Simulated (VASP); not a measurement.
# Pt (I4/mmm) in VASP: notebook

Runs on Pt. Level: PBE. Tasks: single point.

Everything below comes from runs of VASP 6.6.1. Logs are shortened: lines on timing, memory, paths and dates and some standing lists are left out, and cuts for length are marked.

### Step 1. The cell of the first run

The structure is tetragonal, space group I4/mmm (No. 139). Conventional cell: a = 3.069 Å, b = 3.069 Å, c = 3.719 Å, α = 90.00°, β = 90.00°, γ = 90.00°. Pt (site symmetry 4/mmm) has 14 Pt at 2.86 to 3.72 Å within 3.8 Å.

### Step 2. Single point, PBE (17.52 Å³/atom)

Input file INCAR:

```
ALGO     = Fast           # electronic algorithm
EDIFF    = 1E-6           # SCF threshold, eV
ENCUT    = 520            # plane-wave cutoff, eV
GGA      = PE             # functional
ISIF     = 2              # what is computed and relaxed
ISMEAR   = 0              # smearing method
LASPH    = T              # aspherical terms in the spheres
LCHARG   = F              # write CHGCAR
LREAL    = F              # projectors in reciprocal space
LWAVE    = F              # write WAVECAR
NBANDS   = 11             # bands
NELM     = 80             # most SCF steps
PREC     = Accurate       # precision mode
SIGMA    = 0.15           # smearing width, eV
```

Input file KPOINTS:

```
k-points
0
Gamma
  22 22 22
```

Input file POSCAR:

```
Pt
1.0
    0.0000000000      2.1702831140      1.8597156004
    2.1702831140      0.0000000000      1.8597156004
    2.1702831140      2.1702831140      0.0000000000
Pt
1
Direct
    0.0000000000      0.0000000000      0.0000000000
```

Potentials or basis: VASP PAW PBE potentials, release 64 (Pt).

The run is started by

```bash
> cat potpaw_PBE.64/Pt/POTCAR > POTCAR
> mpirun -np 1 vasp_std > vasp.out
```

OUTCAR:

```text
EDIFF = 1E-6
   ENCUT = 520
   GGA = PE
   ISIF = 2
   ISMEAR = 0
   LASPH = T
   LREAL = F
   NELM = 80
   PREC = Accurate

 ion  position               nearest neighbor table
   1  0.000  0.000  0.000-

  LATTYP: Found a body centered tetragonal cell.
 ALAT       =     3.0692438140
 C/A-ratio  =     1.2118396016

  Lattice vectors:

 A1 = (   0.0000000000,  -2.1702831140,  -1.8597156004)
 A2 = (   0.0000000000,   2.1702831140,  -1.8597156004)
 A3 = (   2.1702831140,   0.0000000000,   1.8597156004)

Analysis of symmetry for initial positions (statically):
=====================================================================
 Subroutine PRICEL returns:
 Original cell was already a primitive cell.

 Routine SETGRP: Setting up the symmetry group for a
 body centered tetragonal supercell.

 Subroutine GETGRP returns: Found 16 space group operations
 (whereof 16 operations were pure point group operations)
 out of a pool of 16 trial point group operations.

The static configuration has the point symmetry D_4h.

Analysis of symmetry for dynamics (positions and initial velocities):
=====================================================================
 Subroutine PRICEL returns:
 Original cell was already a primitive cell.

 Routine SETGRP: Setting up the symmetry group for a
 body centered tetragonal supercell.

 Subroutine GETGRP returns: Found 16 space group operations
 (whereof 16 operations were pure point group operations)
 out of a pool of 16 trial point group operations.

The dynamic configuration has the point symmetry D_4h.

 Subroutine INISYM returns: Found 16 space group operations
 (whereof 16 operations are pure point group operations),
 and found     1 'primitive' translations

----------------------------------------------------------------------------------------

                                     Primitive cell

  volume of cell :      17.5190

  direct lattice vectors                    reciprocal lattice vectors
     0.000000000  2.170283114  1.859715600    -0.230384689  0.230384689  0.268858314
     2.170283114  0.000000000  1.859715600     0.230384689 -0.230384689  0.268858314
     2.170283114  2.170283114  0.000000000     0.230384689  0.230384689 -0.268858314

  length of vectors
     2.858088681  2.858088681  3.069243814     0.422420410  0.422420410  0.422420410

  position of ions in fractional coordinates (direct lattice)
     0.000000000  0.000000000  0.000000000

  ion indices of the primitive-cell ions
   primitive index   ion index
                 1           1

----------------------------------------------------------------------------------------

 KPOINTS: k-points

Automatic generation of k-mesh.
 Grid dimensions read from file:
 generate k-points for:   22   22   22

 Generating k-lattice:

  Cartesian coordinates                     Fractional coordinates (reciprocal lattice)
    -0.010472031  0.010472031  0.012220832     0.045454545  0.000000000  0.000000000
     0.010472031 -0.010472031  0.012220832     0.000000000  0.045454545  0.000000000
     0.010472031  0.010472031 -0.012220832     0.000000000  0.000000000  0.045454545

  Length of vectors
     0.019200928  0.019200928  0.019200928

  Shift w.r.t. Gamma in fractional coordinates (k-lattice)
     0.000000000  0.000000000  0.000000000

 Subroutine IBZKPT returns following result:
 ===========================================

 Found    834 irreducible k-points:

 Following reciprocal coordinates:
            Coordinates               Weight
  0.000000  0.000000  0.000000      1.000000
  0.045455 -0.000000  0.000000      8.000000
  0.090909 -0.000000  0.000000      8.000000
  0.136364 -0.000000  0.000000      8.000000
  0.181818 -0.000000  0.000000      8.000000
  0.227273 -0.000000  0.000000      8.000000
[... 16 lines left out ...]
  0.500000  0.045455  0.000000      8.000000
 -0.454545  0.045455  0.000000      8.000000
 [... further k-points ...]
   k-points           NKPTS =    834   k-points in BZ     NKDIM =    834   number of bands    NBANDS=     11
   number of dos      NEDOS =    301   number of ions     NIONS =      1
   total plane-waves  NPLWV =  13824
   dimension x,y,z NGX =    24 NGY =   24 NGZ =   24
   dimension x,y,z NGXF=    48 NGYF=   48 NGZF=   48
   ions per type =               1
   NGX,Y,Z   is equivalent  to a cutoff of  13.96, 13.96, 13.00 a.u.
   NGXF,Y,Z  is equivalent  to a cutoff of  27.92, 27.92, 26.00 a.u.
 SYSTEM =  unknown system
   PREC   = accura    normal or accurate (medium, high low for compatibility)
   ISTART =      0    job   : 0-new  1-cont  2-samecut
   ICHARG =      2    charge: 1-file 2-atom 10-const
   ISPIN  =      1    spin polarized calculation?
   LNONCOLLINEAR =      F non collinear calculations
   LSORBIT =      F    spin-orbit coupling
   LASPH  =      T    aspherical Exc in radial PAW
   ENCUT  =  520.0 eV  38.22 Ry    6.18 a.u.   5.31  5.31  5.71*2*pi/ulx,y,z
   NELM   =     80;   NELMIN=  2; NELMDL= -5     # of ELM steps
   EDIFF  = 0.1E-05   stopping-criterion for ELM
   LREAL  =      F    real-space projection
   EDIFFG = 0.1E-04   stopping-criterion for IOM
   NSW    =      0    number of steps for IOM
   IBRION =     -1    ionic relax: 0-MD 1-quasi-New 2-CG
   NFREE  =      0    steps in history (QN), initial steepest desc. (CG)
   ISIF   =      2    stress and relaxation
   ISYM   =      2    0-nonsym 1-usesym 2-fastsym
   POTIM  = 0.5000    time-step for ionic-motion
   TEBEG  =    0.0;   TEEND  =   0.0 temperature during run
   PSTRESS=    0.0 pullay stress
   NELECT =      10.0000    total number of electrons
   NUPDOWN=      -1.0000    fix difference up-down
   EMIN   =  10.00;   EMAX   =-10.00  energy-range for DOS
   EFERMI =   0.00;   METHOD = LEGACY
   ISMEAR =     0;   SIGMA  =   0.15  broadening in eV -4-tet -1-fermi 0-gaus
   EFERMI_NEDOS =   21; number of points for ismear=-14 and -15
   IALGO  =     68    algorithm
   IMIX   =      4    mixing-type and parameters
     AMIX     =   0.40;   BMIX     =  1.00
     AMIX_MAG =   1.60;   BMIX_MAG =  1.00
  volume/ion in A,a.u.               =      17.52       118.22
  Fermi-wavevector in a.u.,A,eV,Ry     =   1.358017  2.566279 25.091986  1.844209
  Thomas-Fermi vector in A             =   2.484886
   LORBIT       =      0    0 simple, 1 ext, 2 COOP (PROOUT), +10 PAW based schemes
   GGA     = PE    functional components
   LHFCALC =     F    Hartree Fock is set to
   AEXX    =    0.0000 exact exchange contribution
   IVDW    =     0    specifies the selected vdW correction
   LEPSILON=     F    determine dielectric tensor
   LRPA    =     F    only Hartree local field effects (RPA)
 non-spin polarized calculation
 RMM-DIIS sequential band-by-band and
 Gauss-broadening in eV      SIGMA  =   0.15
  energy-cutoff  :      520.00
  volume of cell :       17.52
 maximum number of plane-waves:       495
 NGX is ok and might be reduce to    24
   NGX = 11   NGY = 11   NGZ = 11

 number of electron      10.0000000 magnetization

 Free energy of the ion-electron system (eV)
  ---------------------------------------------------
  ext. energy  EPLUGINS =         0.00000000
  ---------------------------------------------------
  free energy    TOTEN  =        -5.94292152 eV

  energy without entropy =       -5.92224126  energy(sigma->0) =       -5.93258139

 E-fermi :   8.5284     XC(G=0): -12.6004

 val. band max:        8.5267896036   @ k =  -0.4545   0.5000   0.0455
 cond. band min:       8.5294217002   @ k =   0.3636   0.2727   0.0000
 fundamental gap:      0.0026320967
 Fermi energy:         8.5284302537

 k-point     1 :       0.0000    0.0000    0.0000
  band No.  band energies     occupation
      1      -0.0219      2.00000
      2       5.3306      2.00000
      3       5.3306      2.00000
      4       6.4890      2.00000
      5       6.6084      2.00000
      6       7.8824      2.00000
      7      23.9200      0.00000
      8      26.6958      0.00000
      9      26.6958      0.00000
     10      29.9351      0.00000
     11      32.9997      0.00000

 k-point     2 :       0.0455   -0.0000    0.0000
  band No.  band energies     occupation
      1       0.0512      2.00000
      2       5.3314      2.00000
      3       5.3555      2.00000
      4       6.4898      2.00000
      5       6.6008      2.00000
      6       7.8609      2.00000
      7      24.0102      0.00000
      8      26.5712      0.00000
      9      26.7940      0.00000
     10      29.5793      0.00000
     11      33.5050      0.00000

 k-point     3 :       0.0909   -0.0000    0.0000
  band No.  band energies     occupation
      1       0.2669      2.00000
      2       5.3297      2.00000
      3       5.4159      2.00000
      4       6.5072      2.00000
      5       6.5855      2.00000
      6       7.8031      2.00000
      7      24.2487      0.00000
      8      26.0551      0.00000
      9      27.0823      0.00000
     10      29.1849      0.00000
     11      32.9879      0.00000

 k-point     4 :       0.1364   -0.0000    0.0000
  band No.  band energies     occupation
      1       0.6129      2.00000
      2       5.3197      2.00000
      3       5.4698      2.00000
      4       6.5792      2.00000
      5       6.5855      2.00000
      6       7.7283      2.00000
      7      24.4549      0.00000
      8      25.1363      0.00000
      9      27.5408      0.00000
     10      29.2492      0.00000
     11      31.6078      0.00000

 k-point     5 :       0.1818   -0.0000    0.0000
  band No.  band energies     occupation
      1       1.0639      2.00000
      2       5.3109      2.00000
      3       5.4693      2.00000
      4       6.5903      2.00000
      5       6.7738      2.00000
      6       7.6656      2.00000
      7      23.5242      0.00000
      8      24.9128      0.00000
      9      28.1267      0.00000
     10      29.6160      0.00000
     11      30.6366      0.00000
[... 211 lines left out ...]
 k-point    21 :       0.4091    0.0455    0.0000
  band No.  band energies     occupation
      1       2.7759      2.00000
      2       5.0735      2.00000
      3       6.4304      2.00000
      4       6.9193      2.00000
      5       8.3925      1.80005
      6       8.6909      0.12562
      7      15.6290      0.00000
      8      23.0578      0.00000
      9      25.4418      0.00000
     10      29.5801      0.00000
     11      32.4385      0.00000

 k-point    22 :       0.4545    0.0455    0.0000
  band No.  band energies     occupation
      1       2.8039      2.00000
      2       5.0134      2.00000
      3       6.3682      2.00000
      4       7.4348      2.00000
      5       8.9173      0.00025
      6       8.9490      0.00007
      7      14.2744      0.00000
      8      22.7915      0.00000
      9      24.9890      0.00000
     10      29.0019      0.00000
     11      32.9444      0.00000

 k-point    23 :       0.5000    0.0455    0.0000
  band No.  band energies     occupation
      1       2.8078      2.00000
      2       4.9862      2.00000
      3       6.3207      2.00000
      4       7.7178      2.00000
      5       8.9871      0.00002
      6       9.3375      0.00000
      7      13.5430      0.00000
      8      22.6780      0.00000
      9      24.8704      0.00000
     10      28.6294      0.00000
     11      33.2188      0.00000

 k-point    24 :      -0.4545    0.0455    0.0000
  band No.  band energies     occupation
      1       2.8050      2.00000
      2       4.9948      2.00000
      3       6.2964      2.00000
      4       7.7646      2.00000
      5       8.8855      0.00076
      6       9.0745      0.00000
      7      13.8936      0.00000
      8      22.7256      0.00000
      9      25.1146      0.00000
     10      28.4678      0.00000
     11      33.2452      0.00000

 [... further k-points ...]

------------------------ aborting loop because EDIFF is reached ----------------------------------------

  FORCE on cell =-STRESS in cart. coord.  units (eV):
  Direction    XX          YY          ZZ          XY          YZ          ZX
  --------------------------------------------------------------------------------------
  -------------------------------------------------------------------------------------
  Total       -2.3063283     -2.3063283     -1.8665036      0.0000000     -0.0000000      0.0000000
  in kB     -210.9222494   -210.9222494   -170.6986544      0.0000000     -0.0000000      0.0000000
  external PRESSURE =    -197.5143844 kB  Pullay stress =       0.0000000 kB

 VOLUME and BASIS-vectors are now :
 -----------------------------------------------------------------------------
  energy-cutoff  :      520.00
  volume of cell :       17.52
      direct lattice vectors                 reciprocal lattice vectors
     0.000000000  2.170283114  1.859715600    -0.230384689  0.230384689  0.268858314
     2.170283114  0.000000000  1.859715600     0.230384689 -0.230384689  0.268858314
     2.170283114  2.170283114  0.000000000     0.230384689  0.230384689 -0.268858314

 POSITION                                       TOTAL-FORCE (eV/Angst)
 -----------------------------------------------------------------------------------
      0.00000      0.00000      0.00000        -0.000000      0.000000     -0.000000
 -----------------------------------------------------------------------------------
    total drift:                               -0.000000      0.000000     -0.000000

  FREE ENERGIE OF THE ION-ELECTRON SYSTEM (eV)
  ---------------------------------------------------
  free  energy   TOTEN  =        -5.9429215192 eV

  energy  without entropy=       -5.9222412620  energy(sigma->0) =       -5.93258139
```

Wall time 54 s (1 thread of Intel Xeon 6975P-C (Granite Rapids), shared host); peak memory 0.28 GiB.

What came out:

```
Free energy            : -5.9429 eV
Pressure               : -19.8 GPa
Band gap on the k mesh : zero (bands 5 and 6 overlap by 2.08 eV)
```

Stress tensor (GPa, compression positive):
```
-21.09   0.00   0.00
  0.00 -21.09   0.00
  0.00   0.00 -17.07
```

Caveat: the cell stands under tension; spin-orbit coupling is left out, which moves the levels of the heavy elements.

### Step 3. Single point, PBE (17.52 Å³/atom)

Input file INCAR:

```
SYSTEM = Pt
  ALGO = Fast
  EDIFF = 1E-6
  ENCUT = 520
  GGA = PE
  ISIF = 2
  ISMEAR = 0
  LASPH = .TRUE.
  LCHARG = .FALSE.
  LREAL = .FALSE.
  LWAVE = .FALSE.
  NBANDS = 11
  NELM = 80
  PREC = Accurate
  SIGMA = 0.15
```

Input file KPOINTS:

```
k-points
0
G
  22 22 22
  0 0 0
```

Input file POSCAR:

```
Pt
1.0
    0.0000000000      2.1151265225      1.9579726218
    2.1151265225      0.0000000000      1.9579726218
    2.1151265225      2.1151265225      0.0000000000
Pt
1
Direct
    0.0000000000      0.0000000000      0.0000000000
```

Potentials or basis: VASP PAW PBE potentials, release 64 (Pt).

The run is started by

```bash
> cat potpaw_PBE.64/Pt/POTCAR > POTCAR
> mpirun -np 1 vasp_std > vasp.out
```

OUTCAR:

```text
SYSTEM = Pt
   EDIFF = 1E-6
   ENCUT = 520
   GGA = PE
   ISIF = 2
   ISMEAR = 0
   LASPH = .TRUE.
   LREAL = .FALSE.
   NELM = 80
   PREC = Accurate

 ion  position               nearest neighbor table
   1  0.000  0.000  0.000-

  LATTYP: Found a body centered tetragonal cell.
 ALAT       =     2.9912406143
 C/A-ratio  =     1.3091374946

  Lattice vectors:

 A1 = (   0.0000000000,  -2.1151265225,  -1.9579726218)
[... 515 lines left out ...]
      8      23.0495      0.00000
      9      25.8326      0.00000
     10      27.1516      0.00000
     11      33.8492      0.00000

 [... further k-points ...]

------------------------ aborting loop because EDIFF is reached ----------------------------------------

  FORCE on cell =-STRESS in cart. coord.  units (eV):
  Direction    XX          YY          ZZ          XY          YZ          ZX
  --------------------------------------------------------------------------------------
  -------------------------------------------------------------------------------------
  Total       -2.3344832     -2.3344832     -2.0224497      0.0000000      0.0000000      0.0000000
  in kB     -213.4971238   -213.4971238   -184.9604998      0.0000000      0.0000000      0.0000000
  external PRESSURE =    -203.9849158 kB  Pullay stress =       0.0000000 kB

 VOLUME and BASIS-vectors are now :
 -----------------------------------------------------------------------------
  energy-cutoff  :      520.00
  volume of cell :       17.52
      direct lattice vectors                 reciprocal lattice vectors
     0.000000000  2.115126523  1.957972622    -0.236392478  0.236392478  0.255366186
     2.115126523  0.000000000  1.957972622     0.236392478 -0.236392478  0.255366186
     2.115126523  2.115126523  0.000000000     0.236392478  0.236392478 -0.255366186

 POSITION                                       TOTAL-FORCE (eV/Angst)
 -----------------------------------------------------------------------------------
      0.00000      0.00000      0.00000        -0.000000      0.000000      0.000000
 -----------------------------------------------------------------------------------
    total drift:                               -0.000000      0.000000      0.000000

  FREE ENERGIE OF THE ION-ELECTRON SYSTEM (eV)
  ---------------------------------------------------
  free  energy   TOTEN  =        -5.9628691812 eV

  energy  without entropy=       -5.9379883175  energy(sigma->0) =       -5.95042875
```

OSZICAR:

```text
N       E                     dE             d eps       ncg     rms          rms(c)
DAV:   1     0.388175876251E+02    0.38818E+02   -0.52410E+03 18892   0.829E+02
DAV:   2    -0.571645682459E+01   -0.44534E+02   -0.42345E+02 20784   0.169E+02
DAV:   3    -0.634023757272E+01   -0.62378E+00   -0.61700E+00 21284   0.191E+01
DAV:   4    -0.634287824479E+01   -0.26407E-02   -0.26405E-02 20958   0.148E+00
DAV:   5    -0.634290259959E+01   -0.24355E-04   -0.24354E-04 21445   0.134E-01    0.830E+00
RMM:   6    -0.598571542615E+01    0.35719E+00   -0.43849E-01 18382   0.551E+00    0.443E+00
RMM:   7    -0.596484519096E+01    0.20870E-01   -0.47793E-02 19216   0.200E+00    0.223E+00
RMM:   8    -0.596321387020E+01    0.16313E-02   -0.57061E-03 19266   0.618E-01    0.553E-01
RMM:   9    -0.596285687057E+01    0.35700E-03   -0.82484E-04 20356   0.243E-01    0.294E-02
RMM:  10    -0.596286996729E+01   -0.13097E-04   -0.12102E-04 20463   0.835E-02    0.473E-02
RMM:  11    -0.596286887159E+01    0.10957E-05   -0.12951E-05 21594   0.309E-02    0.934E-03
RMM:  12    -0.596286918122E+01   -0.30963E-06   -0.20314E-06 17253   0.101E-02
   1 F= -.59628692E+01 E0= -.59504287E+01  d E =-.248809E-01
```

It took 48 s on 1 thread of Intel Xeon 6975P-C (Granite Rapids), shared host; peak memory 0.27 GiB.

Results:

| Property | Result |
| --- | --- |
| Free energy | -5.9629 eV |
| Pressure | -20.4 GPa |
| Band gap on the k mesh | zero (bands 5 and 6 overlap by 1.98 eV) |

Levels at points of the mesh, in eV from the Fermi level:
| k point | band 1 | band 2 | band 3 | band 4 | band 5 | band 6 | band 7 | band 8 | band 9 | band 10 |
| --- | --- | --- | --- | --- | --- | --- | --- | --- | --- | --- |
| (0.00, 0.00, 0.00) | -8.60 | -3.14 | -3.14 | -2.44 | -1.67 | -0.90 | 15.05 | 18.60 | 18.60 | 20.13 |
| (0.50, 0.00, 0.00) | -5.85 | -3.32 | -2.60 | -0.15 | 0.17 | 0.22 | 4.85 | 14.32 | 17.16 | 18.96 |
| (0.50, 0.50, 0.00) | -5.46 | -5.17 | 0.00 | 0.40 | 0.40 | 3.04 | 8.58 | 10.07 | 10.07 | 17.71 |
| (0.50, 0.00, 0.50) | -5.59 | -5.14 | -0.04 | 0.10 | 0.61 | 1.69 | 6.87 | 11.29 | 11.57 | 18.91 |

Caveat: the cell stands under tension; spin-orbit coupling is left out, which moves the levels of the heavy elements.
